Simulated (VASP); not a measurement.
# YCu6ClO8 (Fm-3m) in VASP: notebook, part 2 of 2

VASP 6.6.1. Earlier steps stand in the parts before.

### Step 3. Electric field gradients, PBEsol

INCAR reads:

```
PREC     = Accurate       # precision mode
ENCUT    = 520            # plane-wave cutoff, eV
EDIFF    = 1E-8           # SCF threshold, eV
ISMEAR   = -1             # smearing method
SIGMA    = 0.05           # smearing width, eV
LREAL    = Auto         
LASPH    = True           # aspherical terms in the spheres
NELM     = 100            # most SCF steps
ALGO     = Normal         # electronic algorithm
ISIF     = 2              # what is computed and relaxed
LWAVE    = False          # write WAVECAR
LCHARG   = False          # write CHGCAR
GGA      = PS             # functional
LEFG     = True         
NBANDS   = 80             # bands
```

KPOINTS reads:

```
regular mesh
0
Gamma
  6 6 6
```

POSCAR reads:

```
YCu6ClO8
1.0
    0.0000000000      4.6462890000      4.6462890000
    4.6462890000      0.0000000000      4.6462890000
    4.6462890000      4.6462890000      0.0000000000
Y Cu Cl O
1 6 1 8
Direct
    0.0000000000      0.0000000000      0.0000000000
    0.0000000000      0.0000000000      0.5000000000
    0.5000000000      0.0000000000      0.5000000000
    0.0000000000      0.5000000000      0.5000000000
    0.5000000000      0.5000000000      0.0000000000
    0.0000000000      0.5000000000      0.0000000000
    0.5000000000      0.0000000000      0.0000000000
    0.5000000000      0.5000000000      0.5000000000
    0.8555030000      0.8555030000      0.4334910000
    0.8555030000      0.4334910000      0.8555030000
    0.4334910000      0.8555030000      0.8555030000
    0.8555030000      0.8555030000      0.8555030000
    0.1444970000      0.1444970000      0.5665090000
    0.1444970000      0.5665090000      0.1444970000
    0.5665090000      0.1444970000      0.1444970000
    0.1444970000      0.1444970000      0.1444970000
```

Potentials or basis: VASP PAW PBE potentials, release 64 (Y_sv, Cu, Cl, O).

Launch:

```console
cat potpaw_PBE.64/Y_sv/POTCAR potpaw_PBE.64/Cu/POTCAR potpaw_PBE.64/Cl/POTCAR potpaw_PBE.64/O/POTCAR > POTCAR
mpirun -np 1 vasp_std > vasp.out
```

OUTCAR:

```text
PREC = Accurate
   ENCUT = 520
   EDIFF = 1E-8
   ISMEAR = -1
   LREAL = Auto
   LASPH = True
   NELM = 100
   ISIF = 2
   GGA = PS

 ion  position               nearest neighbor table
   1  0.000  0.000  0.000-   9 2.33  10 2.33  11 2.33  13 2.33  14 2.33  15 2.33  12 2.33  16 2.33
                             7 3.29   2 3.29   6 3.29   2 3.29   3 3.29   4 3.29   4 3.29   5 3.29
   2  0.000  0.000  0.500-  12 1.93  16 1.93  13 1.93   9 1.93   1 3.29   1 3.29
   3  0.500  0.000  0.500-   9 1.93  11 1.93  13 1.93  15 1.93   1 3.29   1 3.29
   4  0.000  0.500  0.500-   9 1.93  10 1.93  13 1.93  14 1.93   1 3.29   1 3.29
   5  0.500  0.500  0.000-  10 1.93  11 1.93  14 1.93  15 1.93   1 3.29   1 3.29
   6  0.000  0.500  0.000-  12 1.93  16 1.93  14 1.93  10 1.93   1 3.29   1 3.29
   7  0.500  0.000  0.000-  12 1.93  16 1.93  15 1.93  11 1.93   1 3.29   1 3.29
   8  0.500  0.500  0.500-
   9  0.856  0.856  0.433-   3 1.93   4 1.93   2 1.93   1 2.33
  10  0.856  0.433  0.856-   4 1.93   5 1.93   6 1.93   1 2.33
  11  0.433  0.856  0.856-   3 1.93   5 1.93   7 1.93   1 2.33
  12  0.856  0.856  0.856-   2 1.93   6 1.93   7 1.93   1 2.33
  13  0.144  0.144  0.567-   3 1.93   4 1.93   2 1.93   1 2.33
  14  0.144  0.567  0.144-   4 1.93   5 1.93   6 1.93   1 2.33
  15  0.567  0.144  0.144-   3 1.93   5 1.93   7 1.93   1 2.33
  16  0.144  0.144  0.144-   2 1.93   6 1.93   7 1.93   1 2.33

  LATTYP: Found a face centered cubic cell.
 ALAT       =     9.2925780000

  Lattice vectors:

 A1 = (   0.0000000000,   4.6462890000,   4.6462890000)
 A2 = (   4.6462890000,   0.0000000000,   4.6462890000)
 A3 = (   4.6462890000,   4.6462890000,   0.0000000000)

Analysis of symmetry for initial positions (statically):
=====================================================================
 Subroutine PRICEL returns:
 Original cell was already a primitive cell.

 Routine SETGRP: Setting up the symmetry group for a
 face centered cubic supercell.

[... 1504 lines left out ...]
     0.000000000  4.646289000  4.646289000    -0.107612764  0.107612764  0.107612764
     4.646289000  0.000000000  4.646289000     0.107612764 -0.107612764  0.107612764
     4.646289000  4.646289000  0.000000000     0.107612764  0.107612764 -0.107612764

 POSITION                                       TOTAL-FORCE (eV/Angst)
 -----------------------------------------------------------------------------------
      0.00000      0.00000      0.00000        -0.000000      0.000000     -0.000000
      2.32314      2.32314      0.00000        -0.000000      0.000000      0.000000
      2.32314      4.64629      2.32314        -0.000000      0.000000     -0.000000
      4.64629      2.32314      2.32314         0.000000      0.000000     -0.000000
      2.32314      2.32314      4.64629         0.000000     -0.000000     -0.000000
      2.32314      0.00000      2.32314         0.000000      0.000000     -0.000000
[... 8 lines left out ...]
      1.34275      3.30354      3.30354        -0.034493      0.034493      0.034493
      1.34275      1.34275      1.34275        -0.034493     -0.034493     -0.034493
 -----------------------------------------------------------------------------------
    total drift:                                0.000000     -0.000000      0.000000

  FREE ENERGIE OF THE ION-ELECTRON SYSTEM (eV)
  ---------------------------------------------------
  free  energy   TOTEN  =       -94.0383183518 eV

  energy  without entropy=      -93.9534519254  energy(sigma->0) =      -93.99588514

 Electric field gradients (V/A^2)
---------------------------------------------------------------------
 ion       V_xx      V_yy      V_zz      V_xy      V_xz      V_yz
---------------------------------------------------------------------
   1       0.000    -0.000     0.000    -0.002    -0.002    -0.002
   2     -13.989   -13.989    27.977    39.908     0.002     0.002
   3     -13.989    27.977   -13.989     0.002   -39.900     0.002
   4      27.977   -13.989   -13.989     0.002     0.002   -39.900
   5     -13.989   -13.989    27.977   -39.900     0.002     0.002
   6     -13.989    27.977   -13.989     0.002    39.908     0.002
[... 8 lines left out ...]
  15      -0.001     0.000     0.000    63.769    63.769   -63.766
  16      -0.000     0.000    -0.000   -63.765   -63.765   -63.765
---------------------------------------------------------------------

 Electric field gradients after diagonalization (V/A^2)
 (convention: |V_zz| > |V_xx| > |V_yy|)
----------------------------------------------------------------------
 ion       V_xx      V_yy      V_zz     asymmetry (V_yy - V_xx)/ V_zz
----------------------------------------------------------------------
   1       0.002     0.002    -0.004       0.000
   2      27.977    25.919   -53.896       0.038
   3      27.977    25.911   -53.889       0.038
   4      27.977    25.911   -53.889       0.038
   5      27.977    25.911   -53.889       0.038
   6      27.977    25.919   -53.896       0.038
[... 8 lines left out ...]
  15      63.770    63.767  -127.537       0.000
  16      63.765    63.765  -127.530       0.000
----------------------------------------------------------------------

           NMR quadrupolar parameters

 Cq : quadrupolar parameter    Cq=e*Q*V_zz/h
 eta: asymmetry parameters     (V_yy - V_xx)/ V_zz
 Q  : nuclear electric quadrupole moment in mb (millibarn)
----------------------------------------------------------------------
 ion       Cq(MHz)       eta       Q (mb)
----------------------------------------------------------------------
   1      -0.000       0.000       1.000
   2      -0.130       0.038       1.000
   3      -0.130       0.038       1.000
   4      -0.130       0.038       1.000
   5      -0.130       0.038       1.000
   6      -0.130       0.038       1.000
[... 8 lines left out ...]
  15      -0.308       0.000       1.000
  16      -0.308       0.000       1.000
----------------------------------------------------------------------
```

OSZICAR:

```text
N       E                     dE             d eps       ncg     rms          rms(c)
DAV:   1     0.179080265123E+04    0.17908E+04   -0.58274E+04  2576   0.228E+03
DAV:   2     0.310476316745E+03   -0.14803E+04   -0.13880E+04  2648   0.597E+02
[... 11 lines left out ...]
DAV:  14    -0.940383195124E+02   -0.67154E-05   -0.11863E-04  3680   0.186E-01    0.163E-02
DAV:  15    -0.940383177074E+02    0.18050E-05   -0.24616E-05  4160   0.851E-02    0.754E-03
DAV:  16    -0.940383183991E+02   -0.69170E-06   -0.51824E-06  3904   0.190E-02    0.376E-03
DAV:  17    -0.940383184127E+02   -0.13575E-07   -0.63519E-07  3744   0.989E-03    0.117E-03
DAV:  18    -0.940383183439E+02    0.68851E-07   -0.56293E-08  3352   0.142E-03    0.423E-04
DAV:  19    -0.940383183518E+02   -0.79435E-08   -0.49322E-09  1776   0.910E-04
   1 F= -.94038318E+02 E0= -.93995885E+02  d E =-.848664E-01
```

It took 14 min on 1 thread of AMD EPYC 7R43 (Zen 3), shared host; peak memory 0.4 GiB.

Results:

- Free energy: -94.0383 eV
- Pressure: -6.2 GPa
- Largest force: 0.060 eV/Å
- Band gap on the k mesh: zero (bands 66 and 67 overlap by 0.49 eV)
- Largest electric field gradient by atom: Y -0.0; Cu -53.9; Cl -0.0; O -127.5 V/Å²

Forces in eV/Å, atoms in the order of the input:
```
Y    0.000  0.000  0.000
Cu   0.000  0.000  0.000
Cu   0.000  0.000  0.000
Cu   0.000  0.000  0.000
Cu   0.000  0.000  0.000
Cu   0.000  0.000  0.000
Cu   0.000  0.000  0.000
Cl   0.000  0.000  0.000
O   -0.034 -0.034  0.034
O   -0.034  0.034 -0.034
O    0.034 -0.034 -0.034
O    0.034  0.034  0.034
O    0.034  0.034 -0.034
O    0.034 -0.034  0.034
O   -0.034  0.034  0.034
O   -0.034 -0.034 -0.034
```

Electric field gradients, principal values (V/Å²):
```tsv
atom	least	middle	greatest (by size)
1 Y	0.002	0.002	-0.004
2 Cu	25.919	27.977	-53.896
3 Cu	25.911	27.977	-53.889
4 Cu	25.911	27.977	-53.889
5 Cu	25.911	27.977	-53.889
6 Cu	25.919	27.977	-53.896
7 Cu	25.919	27.977	-53.896
8 Cl	0.002	0.002	-0.005
9 O	63.767	63.770	-127.537
10 O	63.767	63.770	-127.537
11 O	63.767	63.770	-127.537
12 O	63.765	63.765	-127.530
13 O	63.767	63.770	-127.537
14 O	63.767	63.770	-127.537
15 O	63.767	63.770	-127.537
16 O	63.765	63.765	-127.530
```

Caveat: the cell stands under tension; without QUAD_EFG the Cq values of the log hold for a quadrupole moment of 1 mb, not for the nuclei; the PAW data sets were made with another functional, which shifts forces and pressure a little; semilocal functionals often make such compounds metallic where correlation or magnetic order opens a gap, which also shifts bond lengths.
